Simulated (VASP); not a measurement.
# BN (P6_3/mmc) in VASP: a series of runs, part 2 of 2

VASP 6.6.1.

### 5 Relaxation of shape and atoms at fixed volume, r2SCAN+D3(BJ) (7.82 Å³/atom)

This run uses another cell than the first one, of 7.82 Å³/atom.

File POSCAR:

```
BN
1.0
    2.4534191117      0.0000000000      0.0000000000
   -1.2267095558      2.1247232768      0.0000000000
    0.0000000000      0.0000000000      5.9999779511
B N
2 2
Direct
    0.3333333333      0.6666666667      0.2500000000
    0.6666666667      0.3333333333      0.7500000000
    0.3333333333      0.6666666667      0.7500000000
    0.6666666667      0.3333333333      0.2500000000
```

File INCAR.step1:

```
SYSTEM = BN
PREC = Accurate
ENCUT = 660
ISMEAR = 0
SIGMA = 0.05
LREAL = .FALSE.
LASPH = .TRUE.
NELM = 120
GGA = PE
ALGO = Normal
EDIFF = 1E-5
LWAVE = .TRUE.
LCHARG = .FALSE.
GGA_COMPAT = .FALSE.
IBRION = 2
ISIF = 3
EDIFFG = -0.005
NELMIN = 4
NSW = 100
```

File INCAR.step2:

```
SYSTEM = BN
PREC = Accurate
ENCUT = 660
EDIFF = 1E-7
ISMEAR = 0
SIGMA = 0.05
LREAL = .FALSE.
LASPH = .TRUE.
NELM = 120
ALGO = Normal
ISIF = 4
LWAVE = .FALSE.
LCHARG = .FALSE.
METAGGA = R2SCAN
LMIXTAU = .TRUE.
IVDW = 12
VDW_S6 = 1.0
VDW_S8 = 0.78981345
VDW_A1 = 0.49484001
VDW_A2 = 5.73083694
IBRION = 2
NSW = 60
EDIFFG = -0.01
ISTART = 1
GGA_COMPAT = .FALSE.
NELMIN = 4
```

File KPOINTS:

```
Automatic mesh
0
G
  10 10 4
  0 0 0
```

Potentials or basis: VASP PAW PBE potentials, release 64 (B, N).

Run with:

```sh
cat potpaw_PBE.64/B/POTCAR potpaw_PBE.64/N/POTCAR > POTCAR
cp INCAR.step1 INCAR
mpirun -np 1 vasp_std > vasp.out
cp INCAR.step2 INCAR
mpirun -np 1 vasp_std > vasp.out
```

OUTCAR:

```text
SYSTEM = BN
   PREC = Accurate
   ENCUT = 660
   EDIFF = 1E-7
   ISMEAR = 0
   LREAL = .FALSE.
   LASPH = .TRUE.
   NELM = 120
   ISIF = 4
   METAGGA = R2SCAN
   IVDW = 12
   IBRION = 2
   NSW = 60
   EDIFFG = -0.01
   ISTART = 1
   NELMIN = 4
 IVDW          = 12

 ion  position               nearest neighbor table
   1  0.333  0.667  0.250-   4 1.42   4 1.42   4 1.42
   2  0.667  0.333  0.750-   3 1.42   3 1.42   3 1.42
   3  0.333  0.667  0.750-   2 1.42   2 1.42   2 1.42
   4  0.667  0.333  0.250-   1 1.42   1 1.42   1 1.42

  LATTYP: Found a hexagonal cell.
 ALAT       =     2.4534191117
 C/A-ratio  =     2.4455576801

  Lattice vectors:

 A1 = (   2.4534191117,   0.0000000000,   0.0000000000)
 A2 = (  -1.2267095558,   2.1247232768,   0.0000000000)
 A3 = (   0.0000000000,   0.0000000000,   5.9999779511)

Analysis of symmetry for initial positions (statically):
=====================================================================
 Subroutine PRICEL returns:
 Original cell was already a primitive cell.
[... 269 lines left out ...]

  energy without entropy =      -38.47217703  energy(sigma->0) =      -38.47217703

 E-fermi :   3.5530     XC(G=0): -11.6494

 val. band max:        3.3016959662   @ k =   0.3000   0.3000   0.0000
 cond. band min:       8.0816679735   @ k =   0.5000   0.0000   0.0000
 fundamental gap:      4.7799720073
 Fermi energy:         3.5530120062

 k-point     1 :       0.0000    0.0000    0.0000
  band No.  band energies     occupation
      1     -15.9060      2.00000
      2     -15.1896      2.00000
      3      -3.9204      2.00000
      4      -0.0788      2.00000
      5       1.8778      2.00000
      6       1.8778      2.00000
      7       2.0042      2.00000
      8       2.0042      2.00000
      9      10.1084      0.00000
     10      15.5932      0.00000
     11      15.5932      0.00000
     12      16.1372      0.00000
[... 331 lines left out ...]
 k-point    24 :       0.4000    0.1000    0.2500
  band No.  band energies     occupation
      1     -12.4454      2.00000
      2     -12.2552      2.00000
      3      -5.8196      2.00000
      4      -5.6775      2.00000
      5      -1.6535      2.00000
      6      -1.4986      2.00000
      7       1.4303      2.00000
      8       2.9114      2.00000
      9       8.4702      0.00000
     10       9.9807      0.00000
     11      14.8870      0.00000
     12      14.9203      0.00000

 [... further k-points ...]

------------------------ aborting loop because EDIFF is reached ----------------------------------------

 Edisp (eV)   -0.31655

 E8    (eV) :    -0.0685
[... 27 lines left out ...]
  FREE ENERGIE OF THE ION-ELECTRON SYSTEM (eV)
  ---------------------------------------------------
  free  energy   TOTEN  =       -38.7887285911 eV

  energy  without entropy=      -38.7887285911  energy(sigma->0) =      -38.78872859

 reached required accuracy - stopping structural energy minimisation
```

OSZICAR.step1:

```text
N       E                     dE             d eps       ncg     rms          rms(c)
DAV:   1     0.814650253161E+02    0.81465E+02   -0.96993E+03  1008   0.151E+03
DAV:   2    -0.336923668665E+02   -0.11516E+03   -0.10395E+03  1484   0.330E+02
DAV:   3    -0.387023001944E+02   -0.50099E+01   -0.49737E+01  1300   0.701E+01
[... 89 lines left out ...]
DAV:   2    -0.351924443128E+02    0.30241E-01   -0.75870E-02  1180   0.251E+00    0.361E-01
DAV:   3    -0.351915419834E+02    0.90233E-03   -0.76221E-03  1148   0.751E-01    0.128E-01
DAV:   4    -0.351913118378E+02    0.23015E-03   -0.45590E-04  1248   0.212E-01    0.690E-02
DAV:   5    -0.351912583062E+02    0.53532E-04   -0.12642E-04  1220   0.925E-02    0.281E-02
DAV:   6    -0.351912559784E+02    0.23278E-05   -0.15100E-05   732   0.410E-02
  11 F= -.35191256E+02 E0= -.35191256E+02  d E =-.462620E-03
```

Run time: 8 min. Hardware: 1 thread of Intel Xeon 8259CL, shared host; peak memory 0.2 GiB.

Results:

- Free energy: -38.7887 eV
- Energy gained by relaxing: 12.6 meV/atom
- Ionic steps: 3
- Pressure after relaxing: 7.4 GPa
- Band gap on the k mesh: 4.78 eV (least direct gap 5.01 eV)
- Dispersion energy per atom: -0.079 eV

Step by step:
| step | energy change (eV) | largest force (eV/Å) | pressure (GPa) | volume (Å³) |
| --- | --- | --- | --- | --- |
| 1 | 0.0000 | 0.0000 | 18.44 | 31.28 |
| 2 | -0.0484 | 0.0000 | 5.39 | 31.28 |
| 3 | -0.0503 | 0.0000 | 7.43 | 31.28 |

Final structure:
```
B N
1.0
     2.48585    0.00000    0.00000
    -1.24292    2.15281    0.00000
     0.00000    0.00000    5.84445
B N
2 2
Direct
  0.33333 0.66667 0.25000
  0.66667 0.33333 0.75000
  0.33333 0.66667 0.75000
  0.66667 0.33333 0.25000
```

Caveat: the PAW data sets were made with another functional, which shifts forces and pressure a little.

### 6 The runs side by side

```csv
task,cell,gap on the mesh (eV),pressure (GPa)
single point,"a = 2.498, b = 2.498, c = 6.576 Å, angles 90.0, 90.0, 120.0°, 4 atoms",4.82,0.4
single point,"a = 2.501, b = 2.501, c = 6.826 Å, angles 90.0, 90.0, 120.0°, 4 atoms",4.89,-0.6
relaxation of shape and atoms at fixed volume,"relaxed from a = 2.446, b = 2.446, c = 5.763 Å, angles 90.0, 90.0, 120.0°, 4 atoms",4.73,12.3
relaxation of shape and atoms at fixed volume,"relaxed from a = 2.453, b = 2.453, c = 6.000 Å, angles 90.0, 90.0, 120.0°, 4 atoms",4.78,7.4
```

Alike in all rows: level r2SCAN+D3(BJ); potentials or basis VASP PAW PBE potentials, release 64 (B, N); no spin polarisation; k mesh 10 × 10 × 4; cutoff (eV) 660; smearing gaussian 0.05 eV.

Caveats: the PAW data sets were made with another functional, which shifts forces and pressure a little.

Total energies depend on the potentials used, so only differences within one code and one set of settings carry meaning.
